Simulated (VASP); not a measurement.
Here is a VASP 6.6.1 calculation.

INCAR

```
PREC = Accurate
ENCUT = 600
EDIFF = 1E-6
ISMEAR = -1
SIGMA = 0.02
LREAL = F
LASPH = T
NELM = 60
ALGO = Normal
ISIF = 3
LWAVE = F
LCHARG = F
IBRION = 2
NSW = 80
EDIFFG = -0.01
```

Contents of KPOINTS:

```
regular mesh
0
Gamma
  8 8 8
```

The input POSCAR:

```
CdTe
1.0
    0.0000000000      3.2050000000      3.2050000000
    3.2050000000      0.0000000000      3.2050000000
    3.2050000000      3.2050000000      0.0000000000
Cd Te
1 1
Direct
    0.0000000000      0.0000000000      0.0000000000
    0.2500000000      0.2500000000      0.2500000000
```

Potentials or basis: VASP PAW LDA potentials, release 64 (Cd, Te).

The run is started by

```sh
$ cat potpaw_LDA.64/Cd/POTCAR potpaw_LDA.64/Te/POTCAR > POTCAR
$ mpirun -np 1 vasp_std > vasp.out
```

Task: Predict the relaxed volume.

Result: 33.12 Å³/atom.

Task: Estimate the relaxed cell.

Result: a = 4.542 Å, b = 4.542 Å, c = 4.542 Å, α = 60.00°, β = 60.00°, γ = 60.00°.

Step by step:
```tsv
step	energy change (eV)	largest force (eV/Å)	pressure (GPa)	volume (Å³)
1	0.0000	0.0000	0.20	65.84
2	-0.0002	0.0000	-0.05	66.25
```
